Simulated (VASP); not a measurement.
In:

```
CELL_PARAMETERS angstrom
5.28646 0.00000 0.00000
-2.64323 4.57821 0.00000
0.00000 0.00000 3.24060
ATOMIC_POSITIONS crystal
In 0.00000 0.00000 0.00000
In 0.33333 0.66667 0.50000
In 0.66667 0.33333 0.50000
```

```yaml
Program: VASP 6.6.1
Task: relaxation of cell and atoms
Functional: PBE
Potentials_or_basis: VASP PAW PBE potentials, release 64 (In_d)
Cutoff: 600 eV
k_mesh: 7 × 7 × 10
Occupations: fermi-dirac, width 0.1 eV
Spin: no spin polarisation
```

At the start: pressure 2.6 GPa; volume 26.14 Å³/atom.

Q: Where does the relaxation end?

A: Over 8 steps the energy falls by 13.9 meV/atom and the volume is 27.92 Å³/atom (+6.8 %); space group P6/mmm (No. 191, to 0.05 Å).

The path:
```csv
step,energy change (eV),largest force (eV/Å),pressure (GPa),volume (Å³)
1,0.0000,0.0000,2.64,78.43
2,-0.0409,0.0000,0.09,83.43
3,-0.0410,0.0000,-0.05,83.68
4,-0.0410,0.0000,0.04,83.57
5,-0.0414,0.0000,0.07,83.58
6,-0.0416,0.0000,0.09,83.59
7,-0.0416,0.0000,0.06,83.59
8,-0.0416,0.0000,-0.04,83.76
```

Final structure:
```xyz
3
Lattice="5.3833 0.0000 0.0000 -2.6916 4.6621 0.0000 0.0000 0.0000 3.3373" Properties=species:S:1:pos:R:3 pbc="T T T"
In    0.0000    0.0000    0.0000
In    0.0000    3.1080    1.6686
In    2.6916    1.5540    1.6686
```
